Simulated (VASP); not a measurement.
A run of VASP 6.6.1:

The input INCAR:

```
PREC = Accurate
ENCUT = 400
EDIFF = 1E-8
ISMEAR = -1
SIGMA = 0.05
LREAL = False
LASPH = True
NELM = 120
ALGO = Normal
ISIF = 2
LWAVE = False
LCHARG = False
GGA = CA
LEFG = True
NBANDS = 86
GGA_COMPAT = False
```

KPOINTS

```
Automatic mesh
0
Gamma
  5 5 5
```

The input POSCAR:

```
InAs
1.0
    0.0000000000      6.0360000000      6.0360000000
    6.0360000000      0.0000000000      6.0360000000
    6.0360000000      6.0360000000      0.0000000000
In As
8 8
Direct
    0.0000000000      0.0000000000      0.0000000000
    0.0000000000      0.0000000000      0.5000000000
    0.0000000000      0.5000000000      0.0000000000
    0.0000000000      0.5000000000      0.5000000000
    0.5000000000      0.0000000000      0.0000000000
    0.5000000000      0.0000000000      0.5000000000
    0.5000000000      0.5000000000      0.0000000000
    0.5000000000      0.5000000000      0.5000000000
    0.1250000000      0.1250000000      0.1250000000
    0.1250000000      0.1250000000      0.6250000000
    0.1250000000      0.6250000000      0.1250000000
    0.1250000000      0.6250000000      0.6250000000
    0.6250000000      0.1250000000      0.1250000000
    0.6250000000      0.1250000000      0.6250000000
    0.6250000000      0.6250000000      0.1250000000
    0.6250000000      0.6250000000      0.6250000000
```

Potentials or basis: VASP PAW LDA potentials, release 64 (In_d, As).

Command:

```bash
$ cat potpaw_LDA.64/In_d/POTCAR potpaw_LDA.64/As/POTCAR > POTCAR
$ mpirun -np 1 vasp_std > vasp.out
```

Hardware: 1 thread of AMD EPYC 7R13, on a shared host.

Estimate the wall time of this run.

Run time: 13 min on 1 thread of AMD EPYC 7R13, on a shared host, peak memory 0.39 GiB. Counts: scf iterations 17, k points 10.
